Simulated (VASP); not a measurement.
Wanted: the native input for a VASP 6.6.1 run.

| Property | Result |
| --- | --- |
| Task | relaxation of cell and atoms |
| Functional | PBE |
| Potentials or basis | VASP PAW PBE potentials, release 64 (V_sv) |
| Cutoff | 600 eV |
| k mesh | 19 × 19 × 19 |
| Occupations | fermi-dirac, width 0.1 eV |
| Spin | no spin polarisation |
| Target pressure | 69 GPa |
| Dipole correction | no |
| Further INCAR settings | ALGO = Normal; EDIFF = 1e-06; IBRION = 2; EDIFFG = -0.005; NSW = 60; ISIF = 3 |

The structure of V lies in POSCAR:

```
V
1.0
   -1.3823791488      1.3823791488      1.3823791488
    1.3823791488     -1.3823791488      1.3823791488
    1.3823791488      1.3823791488     -1.3823791488
V
1
Direct
    0.0000000000      0.0000000000      0.0000000000
```

These files were run (other wordings do the same):

INCAR

```
SYSTEM = V
  ALGO = Normal
  EDIFF = 1E-6
  EDIFFG = -0.005
  ENCUT = 600
  GGA = PE
  IBRION = 2
  ISIF = 3
  ISMEAR = -1
  LASPH = .True.
  LCHARG = .False.
  LREAL = .False.
  LWAVE = .False.
  NELM = 60
  NSW = 60
  PREC = Accurate
  PSTRESS = 690.0
  SIGMA = 0.1
```

KPOINTS

```
k-points
0
Gamma
  19 19 19
  0 0 0
```

Potentials or basis: VASP PAW PBE potentials, release 64 (V_sv).

The run is started by

```sh
$ cat potpaw_PBE.64/V_sv/POTCAR > POTCAR
$ mpirun -np 1 vasp_std > vasp.out
```

Results of the run:

* Relaxed volume: 10.59 Å³/atom
* Relaxed cell: a = 2.396 Å, b = 2.396 Å, c = 2.396 Å, α = 109.47°, β = 109.47°, γ = 109.47°
* Space group after relaxing (to 0.1 Å): Im-3m (No. 229)
* Energy change on relaxing (the run minimises the enthalpy): -12.2 meV/atom
* Ionic steps: 3
* Pressure after relaxing: 69.0 GPa
* Band gap on the k mesh: zero (an odd number of electrons rules out a gap without spin polarisation)

Caveat: the cell is relaxed towards a set pressure, so the run minimises the enthalpy, not the energy.

It took 64 s on 1 thread of Intel Xeon 8259CL, with other jobs on the host, peak memory 0.15 GiB.
